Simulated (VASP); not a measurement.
The system is GaAs.

```
Ga As
1.0
     0.00000    2.87269    2.87269
     2.87269    0.00000    2.87269
     2.87269    2.87269    0.00000
Ga As
1 1
Direct
  0.00000 0.00000 0.00000
  0.25000 0.25000 0.25000
```

* Program: VASP 6.6.1
* Task: relaxation of cell and atoms
* Functional: PBE
* Dispersion: D3(BJ)
* Potentials or basis: VASP PAW PBE potentials, release 64 (Ga_d, As)
* Cutoff: 600 eV
* k mesh: 12 × 12 × 12
* Occupations: gaussian, width 0.02 eV
* Spin: no spin polarisation

At the start: pressure -2.1 GPa; volume 23.71 Å³/atom.

Question: Where does the relaxation end?

Answer: Over 6 steps the energy falls by 5.4 meV/atom and the volume is 22.92 Å³/atom (-3.3 %); space group F-43m (No. 216, to 0.05 Å).

Step by step:
```csv
step,energy change (eV),largest force (eV/Å),pressure (GPa),volume (Å³)
1,0.0000,0.0000,-2.13,47.41
2,-0.0095,0.0000,0.80,45.28
3,-0.0109,0.0000,0.04,45.82
4,-0.0109,0.0000,-0.07,45.85
5,-0.0109,0.0000,-0.05,45.85
6,-0.0109,0.0000,0.01,45.85
```

Final structure:
```
CELL_PARAMETERS angstrom
0.00000 2.84072 2.84072
2.84072 0.00000 2.84072
2.84072 2.84072 0.00000
ATOMIC_POSITIONS crystal
Ga 0.00000 0.00000 0.00000
As 0.25000 0.25000 0.25000
```
